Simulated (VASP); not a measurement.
Wanted: the native input for a VASP 6.6.1 run.

* Task: single point
* Functional: PBE
* Potentials or basis: VASP PAW PBE potentials, release 64 (Sn_d, Pt, Se)
* Cutoff: 520 eV
* k mesh: 12 × 12 × 6
* Occupations: gaussian, width 0.1 eV
* Spin: no spin polarisation
* Dipole correction: no
* Further INCAR settings: ALGO = Normal; EDIFF = 1e-06; NBANDS = 35

The structure of SnPt2Se3 lies in POSCAR:

```
SnPt2Se3
1.0
    4.5147448732      0.0000000000      0.0000000000
   -2.2573724366      3.9098837518      0.0000000000
    0.0000000000      0.0000000000      8.0452996485
Sn Pt Se
1 2 3
Direct
    0.0000000000      0.0000000000      0.0938743433
    0.3333333333      0.6666666667      0.3168836127
    0.6666666667      0.3333333333      0.3168836127
    0.3333333333      0.6666666667      0.8274757651
    0.6666666667      0.3333333333      0.8274757651
    0.0000000000      0.0000000000      0.4504999810
```

The cell was built from a structure type or drawn by symmetry, and may not be a known phase.

The input as run:

INCAR

```
SYSTEM = SnPt2Se3
ALGO     = Normal         ! electronic algorithm
EDIFF    = 1E-6           ! SCF threshold, eV
ENCUT    = 520            ! plane-wave cutoff, eV
GGA      = PE             ! functional
ISIF     = 2              ! what is computed and relaxed
ISMEAR   = 0              ! smearing method
LASPH    = .TRUE.         ! aspherical terms in the spheres
LCHARG   = .FALSE.        ! write CHGCAR
LREAL    = .FALSE.        ! projectors in reciprocal space
LWAVE    = .FALSE.        ! write WAVECAR
NBANDS   = 35             ! bands
NELM     = 100            ! most SCF steps
PREC     = Accurate       ! precision mode
SIGMA    = 0.1            ! smearing width, eV
```

KPOINTS

```
k-points
0
G
  12 12 6
  0 0 0
```

Potentials or basis: VASP PAW PBE potentials, release 64 (Sn_d, Pt, Se).

Run with:

```sh
$ cat potpaw_PBE.64/Sn_d/POTCAR potpaw_PBE.64/Pt/POTCAR potpaw_PBE.64/Se/POTCAR > POTCAR
$ mpirun -np 1 vasp_std > vasp.out
```

Results of the run:

```json
{
 "Pressure": "-0.1 GPa",
 "Largest force": "0.009 eV/Å",
 "Band gap on the k mesh": "zero (bands 26 and 27 overlap by 0.15 eV)"
}
```

Caveat: spin-orbit coupling is left out, which moves the levels of the heavy elements.

Run time: 7.1 min on 1 thread of Intel(R) Xeon(R) Platinum 8259CL CPU @ 2.50GHz (Skylake/Cascade Lake) (shared host), peak memory 0.5 GiB.
